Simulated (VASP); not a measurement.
Write the native input for VASP 6.6.1 that does the following.

- Task: single point
- Functional: HSE06
- Potentials or basis: VASP PAW PBE potentials, release 64 (Si, C)
- Cutoff: 520 eV
- k mesh: 6 × 6 × 6
- Occupations: gaussian, width 0.05 eV
- Spin: no spin polarisation
- Dipole correction: no
- Grid for exact exchange (PRECFOCK): Normal
- Further INCAR settings: ALGO = Normal; EDIFF = 1e-07; NBANDS = 11
- Screening parameter: 0.2079 1/Å

The system is SiC.

```
CELL_PARAMETERS angstrom
0.00000 2.20178 2.20178
2.20178 0.00000 2.20178
2.20178 2.20178 0.00000
ATOMIC_POSITIONS crystal
Si 0.00000 0.00000 0.00000
C 0.25000 0.25000 0.25000
```

One way to write it, as run:

POSCAR

```
SiC
1.0
    0.0000000000      2.2017810714      2.2017810714
    2.2017810714      0.0000000000      2.2017810714
    2.2017810714      2.2017810714      0.0000000000
Si C
1 1
Direct
    0.0000000000      0.0000000000      0.0000000000
    0.2500000000      0.2500000000      0.2500000000
```

INCAR.step1

```
SYSTEM = SiC
ALGO = Normal
EDIFF = 1E-5
ENCUT = 520
GGA = PE
ISIF = 2
ISMEAR = 0
LASPH = .TRUE.
LREAL = .FALSE.
LWAVE = .TRUE.
NBANDS = 11
NELM = 60
PREC = Accurate
SIGMA = 0.05
```

INCAR.step2

```
SYSTEM = SiC
ALGO = Normal
EDIFF = 1E-7
ENCUT = 520
GGA = PE
HFSCREEN = 0.2079
ISIF = 2
ISMEAR = 0
ISTART = 1
LASPH = .TRUE.
LCHARG = .TRUE.
LELF = .TRUE.
LHFCALC = .TRUE.
LREAL = .FALSE.
LVHAR = .TRUE.
LWAVE = .FALSE.
NBANDS = 11
NELM = 60
PREC = Accurate
PRECFOCK = Normal
SIGMA = 0.05
```

KPOINTS

```
k-points
0
G
  6 6 6
  0 0 0
```

Potentials or basis: VASP PAW PBE potentials, release 64 (Si, C).

Command:

```sh
$ cat potpaw_PBE.64/Si/POTCAR potpaw_PBE.64/C/POTCAR > POTCAR
$ cp INCAR.step1 INCAR
$ mpirun -np 1 vasp_std > vasp.out
$ cp INCAR.step2 INCAR
$ mpirun -np 1 vasp_std > vasp.out
```

Results of the run:

```json
{
 "Pressure": "-8.4 GPa",
 "Band gap on the k mesh": "2.25 eV, indirect (least direct gap 5.68 eV)"
}
```

Caveat: the PAW data sets were made with another functional, which shifts forces and pressure a little.

Wall time 3.7 min on 1 thread of Intel(R) Xeon(R) Platinum 8488C (Sapphire Rapids) (shared host), peak memory 0.24 GiB.
